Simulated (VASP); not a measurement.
Mg3CdSe4: single point with PBE

The system is Mg3CdSe4.

```
CELL_PARAMETERS angstrom
-2.78681 2.78681 5.58585
2.78681 -2.78681 5.58585
2.78681 2.78681 -5.58585
ATOMIC_POSITIONS crystal
Mg 0.75000 0.25000 0.50000
Mg 0.25000 0.75000 0.50000
Mg 0.00000 0.00000 0.00000
Cd 0.50000 0.50000 0.00000
Se 0.00000 0.50000 0.50000
Se 0.75666 0.75666 0.00000
Se 0.50000 0.00000 0.50000
Se 0.24334 0.24334 0.00000
```

* Program: VASP 6.6.1
* Task: single point
* Functional: PBE
* Potentials or basis: VASP PAW PBE potentials, release 64 (Mg, Cd, Se)
* Cutoff: 520 eV
* k mesh: 4 × 4 × 4
* Occupations: gaussian, width 0.1 eV
* Spin: no spin polarisation

```json
{"Pressure": "0.0 GPa", "Largest force": "0.007 eV/Å", "Band gap on the k mesh": "0.26 eV, indirect (least direct gap 0.98 eV)"}
```

Forces in eV/Å, atoms in the order of the input:
```
Mg   0.000  0.000  0.000
Mg   0.000  0.000  0.000
Mg   0.000  0.000  0.000
Cd   0.000  0.000  0.000
Se   0.000  0.000  0.000
Se   0.000  0.000  0.007
Se   0.000  0.000  0.000
Se   0.000  0.000 -0.007
```

Levels at points of the mesh, in eV from the valence-band top:
```csv
k point,band 17,band 18,band 19,band 20,band 21,band 22,band 23,band 24,band 25,band 26
"(0.00, 0.00, 0.00)",-2.09,-2.09,-0.46,-0.46,-0.45,0.53,1.61,3.73,3.84,4.10
"(0.50, 0.00, 0.00)",-1.80,-1.75,-1.63,-1.06,-0.72,3.37,3.73,4.17,4.18,5.47
"(0.50, 0.50, 0.00)",-0.96,-0.92,-0.85,-0.48,0.00,3.25,3.27,4.15,4.20,5.44
"(0.50, 0.50, 0.50)",-2.06,-1.43,-1.43,-1.32,-1.32,0.26,1.27,3.24,3.38,4.14
```

Wall time 2.7 min on 1 thread of Intel(R) Xeon(R) Platinum 8259CL CPU @ 2.50GHz (Skylake/Cascade Lake) (shared host), peak memory 0.43 GiB.

A k mesh can miss the band edges.
